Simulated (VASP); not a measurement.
Input of a VASP 6.6.1 run:

INCAR

```
PREC     = Accurate       # precision mode
ENCUT    = 500            # plane-wave cutoff, eV
EDIFF    = 1E-6           # SCF threshold, eV
ISMEAR   = 0              # smearing method
SIGMA    = 0.2            # smearing width, eV
LREAL    = False          # projectors in reciprocal space
LASPH    = True           # aspherical terms in the spheres
NELM     = 120            # most SCF steps
ALGO     = Normal         # electronic algorithm
ISIF     = 2              # what is computed and relaxed
LWAVE    = False          # write WAVECAR
LCHARG   = True           # write CHGCAR
GGA      = PE             # functional
LELF     = True           # ELF
LVHAR    = True         
NBANDS   = 36             # bands
GGA_COMPAT= False
```

File KPOINTS:

```
Automatic mesh
0
Gamma
  5 5 2
```

POSCAR

```
Si3Bi2Te2
1.0
    4.1518083353      0.0000000000      0.0000000000
   -2.0759041677      3.5955714900      0.0000000000
    0.0000000000      0.0000000000     13.6619606126
Si Bi Te
3 2 2
Direct
    0.0000000000      0.0000000000      0.5850313258
    0.0000000000      0.0000000000      0.4149686742
    0.0000000000      0.0000000000      0.0000000000
    0.6666666667      0.3333333333      0.6820218920
    0.6666666667      0.3333333333      0.3179781080
    0.3333333333      0.6666666667      0.1246035466
    0.3333333333      0.6666666667      0.8753964534
```

Potentials or basis: VASP PAW PBE potentials, release 64 (Si, Bi_d, Te).

Command:

```console
$ cat potpaw_PBE.64/Si/POTCAR potpaw_PBE.64/Bi_d/POTCAR potpaw_PBE.64/Te/POTCAR > POTCAR
$ mpirun -np 1 vasp_std > vasp.out
```

Estimate the band gap on the k mesh.

zero (bands 27 and 28 overlap by 0.69 eV).

Predict the largest force.

0.029 eV/Å.

Forces on the atoms (eV/Å):
```
Si   0.000  0.000 -0.018
Si   0.000  0.000  0.018
Si   0.000  0.000  0.000
Bi   0.000  0.000  0.029
Bi   0.000  0.000 -0.029
Te   0.000  0.000  0.028
Te   0.000  0.000 -0.028
```

Caveat: spin-orbit coupling is left out, which moves the levels of the heavy elements.
